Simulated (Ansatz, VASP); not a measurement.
**Two plane-wave programs on Se**

Contents of INCAR:

```
SYSTEM = Se
PREC = Accurate ; ENCUT = 600
EDIFF = 1E-7 ; ISMEAR = -1
SIGMA = 0.1 ; LREAL = .False.
LASPH = .True. ; NELM = 80
ALGO = Normal ; ISIF = 3
LWAVE = .False. ; LCHARG = .False.
GGA = PS ; IBRION = 2
NSW = 80 ; EDIFFG = -0.01
```

Contents of KPOINTS:

```
Automatic mesh
0
Gamma
  13 13 13
  0 0 0
```

File POSCAR:

```
Se
1.0
   -1.7600399104      1.7600399104      1.7600399104
    1.7600399104     -1.7600399104      1.7600399104
    1.7600399104      1.7600399104     -1.7600399104
Se
1
Direct
    0.0000000000      0.0000000000      0.0000000000
```

Input for Ansatz:

```yaml
crystal:
  lattice:
    - [-1.7600399104, 1.7600399104, 1.7600399104]
    - [1.7600399104, -1.7600399104, 1.7600399104]
    - [1.7600399104, 1.7600399104, -1.7600399104]
  atoms:
    - { symbol: Se, position: [0.0, 0.0, 0.0] }
hamiltonian:
  xc: pbesol
  pseudopotentials:
    kind: paw
    azcp:
      Se: "pseudopotentials/Se.paw.azcp"
basis:
  ecutwfc: 420
  fft_grid_basis: typed
kpoints:
  mp_grid: { grid: [13, 13, 13], shift: [0, 0, 0] }
magnetization:
  spin_polarized: false
scf:
  occupations: { method: fermi_dirac, width: 0.1 }
relax:
  max_steps: 60
  f_tol: 0.01
  cell: {}
output:
  write_density: true
  write_potential: true
  elf: true
  volumetric_format: npy
```

Alike in both runs: task relaxation of cell and atoms; functional PBEsol; k mesh 13 × 13 × 13; occupations fermi-dirac, width 0.1 eV; no spin polarisation.

|  | VASP | Ansatz |
| --- | --- | --- |
| version | VASP 6.6.1 | Ansatz 0.2.0 |
| potentials or method | VASP PAW PBE potentials, release 64 (Se), cutoff 600 eV | plane waves (420 eV) with PAW, scalar-relativistic |
| valence electrons in the cell | 6 | 16 |

|  | VASP | Ansatz | Ansatz less VASP |
| --- | --- | --- | --- |
| relaxed volume (Å³/atom) | 19.26 | 19.24 | -0.016 |
| relaxed cell length with the largest relative difference (Å) | 2.925 | 2.924 | -0.0008 |

VASP's potentials were made for PBE, not for PBEsol, and Ansatz warns of the same on its side. VASP's potentials hold 6 valence electrons a cell and Ansatz's 16, so a difference there can come from the potentials and not from the codes.
